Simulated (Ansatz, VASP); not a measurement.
**Two plane-wave programs on GaN**

File INCAR:

```
SYSTEM = GaN
  PREC = Accurate
  ENCUT = 520
  EDIFF = 1E-6
  ISMEAR = 0
  SIGMA = 0.05
  LREAL = .False.
  LASPH = .True.
  NELM = 100
  ALGO = Normal
  ISIF = 2
  LWAVE = .False.
  LCHARG = .False.
  GGA = PE
  NBANDS = 46
```

File KPOINTS:

```
Automatic mesh
0
Gamma
  8 6 6
  0 0 0
```

POSCAR

```
GaN
1.0
   -3.2185392732      0.0000000000      0.0000000000
    0.0000000000      0.0000000000     -5.2433778863
    0.0000000001     -5.5746735474      0.0000000000
Ga N
4 4
Direct
    0.5000000000     -0.0006385502      0.1666677765
    0.0000000000     -0.0006385502      0.6666677765
    0.0000000000      0.4993614498      0.3333322235
    0.5000000000      0.4993614498      0.8333322235
    0.5000000000      0.6316127336      0.1666737007
    0.0000000000      0.6316127336      0.6666737007
    0.0000000000      0.1316127336      0.3333262993
    0.5000000000      0.1316127336      0.8333262993
```

Input for Ansatz:

```yaml
crystal:
  lattice:
    - [-3.2185392732, 0.0, 0.0]
    - [0.0, 0.0, -5.2433778863]
    - [1.0e-10, -5.5746735474, 0.0]
  atoms:
    - { symbol: Ga, position: [0.5, -0.0006385502, 0.1666677765] }
    - { symbol: Ga, position: [0.0, -0.0006385502, 0.6666677765] }
    - { symbol: Ga, position: [0.0, 0.4993614498, 0.3333322235] }
    - { symbol: Ga, position: [0.5, 0.4993614498, 0.8333322235] }
    - { symbol: "N", position: [0.5, 0.6316127336, 0.1666737007] }
    - { symbol: "N", position: [0.0, 0.6316127336, 0.6666737007] }
    - { symbol: "N", position: [0.0, 0.1316127336, 0.3333262993] }
    - { symbol: "N", position: [0.5, 0.1316127336, 0.8333262993] }
basis:
  ecutwfc: 520.0
kpoints:
  mp_grid: { grid: [8, 6, 6] }
hamiltonian:
  xc: pbe
  pseudopotentials: { kind: paw, azcp: { folder: soft_1 } }
scf:
  occupations: { method: gaussian, width: 0.05 }
output:
  forces: true
  stress: true
  eigenvalues: true
```

Change from the starting cell: mode 11 frozen in at +0.000 Å and mode 13 at -0.039 Å (largest displacements).

Alike in both runs: task single point; functional PBE; k mesh 8 × 6 × 6; occupations gaussian, width 0.05 eV; no spin polarisation.

|  | VASP | Ansatz |
| --- | --- | --- |
| version | VASP 6.6.1 | Ansatz 0.2.0 |
| potentials or method | VASP PAW PBE potentials, release 64 (Ga_d, N), cutoff 520 eV | scalar-relativistic, plane waves, PAW |
| valence electrons in the cell | 72 | 72 |

```csv
,VASP,Ansatz,Ansatz less VASP
gap on the k mesh at the Fermi level (eV),1.66,1.65,-0.002
least direct gap on the mesh (eV),1.66,1.65,-0.002
pressure (GPa),0.3,0.2,-0.10
"traceless stress, the component that is largest in VASP (GPa)",3.09,3.13,+0.042
rms of the force components (eV/Å),0.327,0.331,+0.0040
```

Atom by atom the forces differ by 0.004 eV/Å (rms over components). With one functional, cell and mesh, what is left measures potentials, basis and numerics.
